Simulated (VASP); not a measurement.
Write the native input for VASP 6.6.1 that does the following.

```yaml
Task: relaxation of cell and atoms
Functional: r2SCAN
Potentials_or_basis: VASP PAW PBE potentials, release 64 (Bi_d, Te)
Cutoff: 600 eV
k_mesh: 4 × 4 × 4
Occupations: gaussian, width 0.1 eV
Spin: no spin polarisation
Dipole_correction: no
Further_INCAR_settings: ALGO = Normal; EDIFF = 1e-07; IBRION = 2; EDIFFG = -0.04; NSW = 90; ISIF = 3
```

The system is BiTe3.

```
Bi Te
1.0
     5.09703    0.00000    0.00000
     0.00000    5.09703    0.00000
     0.00000    0.00000    5.09703
Bi Te
1 3
Cartesian
  0.0000 0.0000 0.0000
  0.0000 2.5485 2.5485
  2.5485 0.0000 2.5485
  2.5485 2.5485 0.0000
```

The input as run:

POSCAR

```
BiTe3
1.0
    5.0970307136      0.0000000000      0.0000000000
    0.0000000000      5.0970307136      0.0000000000
    0.0000000000      0.0000000000      5.0970307136
Bi Te
1 3
Direct
    0.0000000000      0.0000000000      0.0000000000
    0.0000000000      0.5000000000      0.5000000000
    0.5000000000      0.0000000000      0.5000000000
    0.5000000000      0.5000000000      0.0000000000
```

INCAR.step1

```
  ALGO = Normal
  EDIFF = 1E-4
  ENCUT = 600
  GGA = PE
  ISMEAR = 0
  LASPH = T
  LCHARG = F
  LREAL = F
  LWAVE = T
  NELM = 100
  PREC = Accurate
  SIGMA = 0.1
```

INCAR.step2

```
  ALGO = Normal
  EDIFF = 1E-7
  EDIFFG = -0.04
  ENCUT = 600
  IBRION = 2
  ISIF = 3
  ISMEAR = 0
  ISTART = 1
  LASPH = T
  LCHARG = F
  LMIXTAU = T
  LREAL = F
  LWAVE = F
  METAGGA = R2SCAN
  NELM = 100
  NSW = 90
  PREC = Accurate
  SIGMA = 0.1
```

KPOINTS

```
k-points
0
Gamma
  4 4 4
```

Potentials or basis: VASP PAW PBE potentials, release 64 (Bi_d, Te).

Launch:

```sh
$ cat potpaw_PBE.64/Bi_d/POTCAR potpaw_PBE.64/Te/POTCAR > POTCAR
$ cp INCAR.step1 INCAR
$ mpirun -np 1 vasp_std > vasp.out
$ cp INCAR.step2 INCAR
$ mpirun -np 1 vasp_std > vasp.out
```

It gave:

```json
{
 "Relaxed volume": "29.53 Å³/atom",
 "Relaxed cell": "a = 4.907 Å, b = 4.907 Å, c = 4.907 Å, α = 90.00°, β = 90.00°, γ = 90.00°",
 "Space group after relaxing (to 0.05 Å)": "Pm-3m (No. 221)",
 "Energy gained by relaxing": "55.8 meV/atom",
 "Ionic steps": "3",
 "Pressure after relaxing": "0.0 GPa"
}
```

Caveat: the PAW data sets were made with another functional, which shifts forces and pressure a little.

It took 4.3 min on 1 thread of Intel(R) Xeon(R) Platinum 8488C (Sapphire Rapids) (shared host), peak memory 0.31 GiB.
